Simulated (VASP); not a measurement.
Input of a VASP 6.6.1 run:

File INCAR:

```
PREC = Accurate
ENCUT = 520
EDIFF = 1E-6
ISMEAR = 0
SIGMA = 0.1
LREAL = F
LASPH = T
NELM = 100
ALGO = Normal
ISIF = 2
LWAVE = F
LCHARG = F
GGA = PE
NBANDS = 31
```

The input KPOINTS:

```
Automatic mesh
0
Gamma
  4 4 2
```

POSCAR

```
Al3GaAs4
1.0
    4.0744169849      0.0000000000      0.0000000000
    0.0000000000      4.0744169849      0.0000000000
    0.0000000000      0.0000000000     11.3413291772
Al Ga As
3 1 4
Direct
    0.0000000000      0.0000000000      0.0000000000
    0.5000000000      0.5000000000      0.2497253671
    0.5000000000      0.5000000000      0.7502746329
    0.0000000000      0.0000000000      0.5000000000
    0.5000000000      0.0000000000      0.3739419223
    0.0000000000      0.5000000000      0.6260580777
    0.5000000000      0.0000000000      0.8750978522
    0.0000000000      0.5000000000      0.1249021478
```

Potentials or basis: VASP PAW PBE potentials, release 64 (Al, Ga_d, As).

Launch:

```bash
$ cat potpaw_PBE.64/Al/POTCAR potpaw_PBE.64/Ga_d/POTCAR potpaw_PBE.64/As/POTCAR > POTCAR
$ mpirun -np 1 vasp_std > vasp.out
```

Task: What does it give for the pressure?

Result: 0.3 GPa.

Task: Estimate the largest force.

Result: 0.006 eV/Å.

Task: What does it give for the band gap on the k mesh?

Result: 1.23 eV.

Forces in eV/Å, atoms in the order of the input:
```
Al   0.000  0.000  0.000
Al   0.000  0.000  0.000
Al   0.000  0.000  0.000
Ga   0.000  0.000  0.000
As   0.000  0.000 -0.006
As   0.000  0.000  0.006
As   0.000  0.000  0.000
As   0.000  0.000  0.000
```

A k mesh can miss the band edges.
